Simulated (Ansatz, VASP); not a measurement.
One calculation of Ca, two programs

File POSCAR:

```
Ca
1.0
   -2.1626962215      2.1626962215      2.1626962215
    2.1626962215     -2.1626962215      2.1626962215
    2.1626962215      2.1626962215     -2.1626962215
Ca
1
Direct
    0.0000000000      0.0000000000      0.0000000000
```

File INCAR.step1:

```
SYSTEM = Ca
ALGO = Normal
EDIFF = 1E-4
ENCUT = 520
GGA = PE
ISMEAR = 1
LASPH = .TRUE.
LCHARG = .FALSE.
LREAL = .FALSE.
LWAVE = .TRUE.
NBANDS = 11
NELM = 80
PREC = Accurate
SIGMA = 0.15
```

Contents of INCAR.step2:

```
SYSTEM = Ca
ALGO = Normal
EDIFF = 1E-7
ENCUT = 520
ISIF = 2
ISMEAR = 1
ISTART = 1
LASPH = .TRUE.
LCHARG = .FALSE.
LMIXTAU = .TRUE.
LREAL = .FALSE.
LWAVE = .FALSE.
METAGGA = R2SCAN
NBANDS = 11
NELM = 80
PREC = Accurate
SIGMA = 0.15
```

KPOINTS

```
k-points
0
G
  7 7 7
  0 0 0
```

Input for Ansatz:

```yaml
crystal:
  lattice:
    - [-2.162696221516611, 2.162696221516611, 2.162696221516611]
    - [2.162696221516611, -2.162696221516611, 2.162696221516611]
    - [2.162696221516611, 2.162696221516611, -2.162696221516611]
  atoms:
    - { symbol: Ca, position: [0.0, 0.0, 0.0] }
basis:
  ecutwfc: 571.4391111657479
kpoints:
  mp_grid:
    grid: [7, 7, 7]
hamiltonian:
  xc: r2scan
scf:
  occupations:
    method: cold
    width: 0.15
output:
  stress: true
```

Alike in both runs: task single point; functional r2SCAN; k mesh 7 × 7 × 7; no spin polarisation.

|  | VASP | Ansatz |
| --- | --- | --- |
| version | VASP 6.6.1 | Ansatz 0.2.0 |
| potentials or method | VASP PAW PBE potentials, release 64 (Ca_sv), cutoff 520 eV | plane waves, PAW |
| occupations | methfessel-paxton of order 1, width 0.15 eV | cold, width 0.15 eV |
| valence electrons in the cell | 10 | 10 |

|  | VASP | Ansatz | Ansatz less VASP |
| --- | --- | --- | --- |
| pressure (GPa) | 1.5 | 1.4 | -0.09 |

VASP's potentials were made for PBE, not for r2SCAN.
